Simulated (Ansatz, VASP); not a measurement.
# Y: VASP beside Ansatz

```
CELL_PARAMETERS angstrom
3.68808 0.00000 0.00000
-1.84404 3.19397 0.00000
0.00000 0.00000 11.78248
ATOMIC_POSITIONS crystal
Y 0.00000 0.00000 0.00000
Y 0.00000 0.00000 0.50000
Y 0.33333 0.66667 0.25000
Y 0.66667 0.33333 0.75000
```

Alike in both runs: task single point; functional r2SCAN; k mesh 11 × 11 × 3; occupations fermi-dirac, width 0.1 eV; no spin polarisation.

|  | VASP | Ansatz |
| --- | --- | --- |
| version | VASP 6.6.1 | Ansatz 0.2.0 |
| potentials or method | VASP PAW PBE potentials, release 64 (Y_sv), cutoff 520 eV | plane waves (500 eV) with PAW, scalar-relativistic |
| valence electrons in the cell | 44 | 44 |

|  | VASP | Ansatz | Ansatz less VASP |
| --- | --- | --- | --- |
| pressure (GPa) | -1.3 | -1.4 | -0.05 |

VASP's potentials were made for PBE, not for r2SCAN.
